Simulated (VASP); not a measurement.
# NaLaS2: single point with LDA

The system is NaLaS2.

```
CELL_PARAMETERS angstrom
4.20197 0.00000 0.00000
0.00000 4.20197 0.00000
0.00000 0.00000 5.65561
ATOMIC_POSITIONS crystal
Na 0.00000 0.00000 0.00000
La 0.50000 0.50000 0.50000
S 0.00000 0.00000 0.50000
S 0.50000 0.50000 0.00000
```

```
Program                : VASP 6.6.1
Task                   : single point
Functional             : LDA
Potentials or basis    : VASP PAW LDA potentials, release 64 (Na_pv, La, S)
Cutoff                 : 520 eV
k mesh                 : 4 × 4 × 3
Occupations            : fermi-dirac, width 0.1 eV
Spin                   : no spin polarisation
Dipole correction      : no
Further INCAR settings : ALGO = Normal; EDIFF = 1e-06; NBANDS = 23
```

```json
{
 "Pressure": "-3.6 GPa",
 "Band gap on the k mesh": "0.72 eV, indirect (least direct gap 0.76 eV)"
}
```

Stress tensor (GPa, compression positive):
```
-3.56  0.00  0.00
 0.00 -3.56  0.00
 0.00  0.00 -3.70
```

Levels at points of the mesh, in eV from the valence-band top:
```
           k point  band 12  band 13  band 14  band 15  band 16  band 17  band 18  band 19
(0.00, 0.00, 0.00)    -1.25    -0.08    -0.05    -0.05     0.72     2.94     3.10     3.29
(0.50, 0.00, 0.00)    -1.97    -1.57    -0.24     0.00     2.73     2.90     2.99     3.04
(0.50, 0.50, 0.00)    -1.38    -0.79    -0.79    -0.08     1.77     1.77     2.93     2.93
```

It took 23 s on 1 thread of AMD EPYC 7R13 Processor (Zen 3) (shared host), peak memory 0.15 GiB.

Caveat: spin-orbit coupling is left out, which moves the levels of the heavy elements. A k mesh can miss the band edges.
